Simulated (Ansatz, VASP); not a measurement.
## Two plane-wave programs on GeAu

```xyz
2
Lattice="3.2954 0.0000 0.0000 0.0000 3.2954 0.0000 0.0000 0.0000 3.2954" Properties=species:S:1:pos:R:3 pbc="T T T"
Au    0.0000    0.0000    0.0000
Ge    1.6477    1.7277    1.6477
```

Alike in both runs: task single point; functional PBEsol; k mesh 10 × 10 × 10; occupations gaussian, width 0.05 eV; no spin polarisation.

```csv
,VASP,Ansatz
version,VASP 6.6.1,Ansatz 0.2.0
potentials or method,"VASP PAW PBE potentials, release 64 (Au, Ge_d), cutoff 520 eV","scalar-relativistic, plane waves, PAW"
valence electrons in the cell,25,33
```

|  | VASP | Ansatz | Ansatz less VASP |
| --- | --- | --- | --- |
| pressure (GPa) | 0.1 | 0.2 | +0.07 |
| traceless stress, the component that is largest in VASP (GPa) | -0.13 | -0.14 | -0.005 |
| rms of the force components (eV/Å) | 0.054 | 0.053 | -0.0002 |

VASP's potentials were made for PBE, not for PBEsol. Atom by atom the forces differ by 0.000 eV/Å (rms over components). VASP's potentials hold 25 valence electrons a cell and Ansatz's 33, so a difference there can come from the potentials and not from the codes.

Spin-orbit coupling is off throughout.
